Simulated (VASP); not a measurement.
## SbMo2: relaxation of cell and atoms with PBE

SbMo2:

```
Sb Mo
1.0
     4.81566    0.00000    0.00000
    -2.40783    4.17049    0.00000
     0.00000    0.00000    2.95200
Sb Mo
1 2
Direct
  0.00000 0.00000 0.00000
  0.33333 0.66667 0.50000
  0.66667 0.33333 0.50000
```

```
Program                : VASP 6.6.1
Task                   : relaxation of cell and atoms
Functional             : PBE
Potentials or basis    : VASP PAW PBE potentials, release 64 (Sb, Mo_sv)
Cutoff                 : 600 eV
k mesh                 : 6 × 6 × 6
Occupations            : gaussian, width 0.1 eV
Spin                   : no spin polarisation
Dipole correction      : no
Further INCAR settings : ALGO = Normal; EDIFF = 1e-06; IBRION = 2; EDIFFG = -0.04; NSW = 90; ISIF = 3
```

The relaxed volume is 18.58 Å³/atom and the relaxed cell is a = 4.456 Å, b = 4.456 Å, c = 3.242 Å, α = 90.00°, β = 90.00°, γ = 120.00°. The space group after relaxing (to 0.1 Å) is P6/mmm (No. 191). The energy gained by relaxing is 179.2 meV/atom, the ionic steps are 8 and the pressure after relaxing is 0.0 GPa. The band gap on the k mesh is zero (an odd number of electrons rules out a gap without spin polarisation).

Stress tensor (GPa, compression positive):
```
 0.10  0.00  0.00
 0.00  0.10  0.00
 0.00  0.00 -0.22
```

Step by step:
```tsv
step	energy change (eV)	largest force (eV/Å)	pressure (GPa)	volume (Å³)
1	0.0000	0.0000	-11.02	59.29
2	0.0631	0.0000	26.11	48.28
3	-0.2859	0.0000	2.66	53.55
4	-0.4667	0.0000	4.80	53.47
5	-0.4797	0.0000	7.94	53.29
6	-0.4890	0.0000	6.72	53.37
7	-0.4652	0.0000	-6.62	58.90
8	-0.5376	0.0000	0.00	55.75
```

Final structure:
```
CELL_PARAMETERS angstrom
4.45627 0.00000 0.00000
-2.22813 3.85924 0.00000
0.00000 0.00000 3.24194
ATOMIC_POSITIONS crystal
Sb 0.00000 0.00000 0.00000
Mo 0.33333 0.66667 0.50000
Mo 0.66667 0.33333 0.50000
```

Levels at points of the mesh, in eV from the Fermi level:
| k point | band 14 | band 15 | band 16 | band 17 | band 18 | band 19 | band 20 |
| --- | --- | --- | --- | --- | --- | --- | --- |
| (0.00, 0.00, 0.00) | -0.72 | -0.72 | -0.65 | -0.65 | 1.06 | 1.74 | 1.74 |
| (0.50, 0.00, 0.00) | -1.59 | -1.37 | -1.34 | -1.04 | 1.18 | 1.85 | 2.64 |
| (0.00, 0.00, 0.50) | -2.32 | -1.35 | -1.35 | -0.24 | -0.24 | 1.18 | 3.36 |
| (0.50, 0.00, 0.50) | -2.14 | -1.82 | -0.04 | 1.25 | 2.06 | 2.21 | 3.33 |

Run time: 3.4 min on 1 thread of Oxide Virtual Turin-like Processor, on a shared host, peak memory 0.19 GiB.

Caveat: spin-orbit coupling is left out, which moves the levels of the heavy elements.
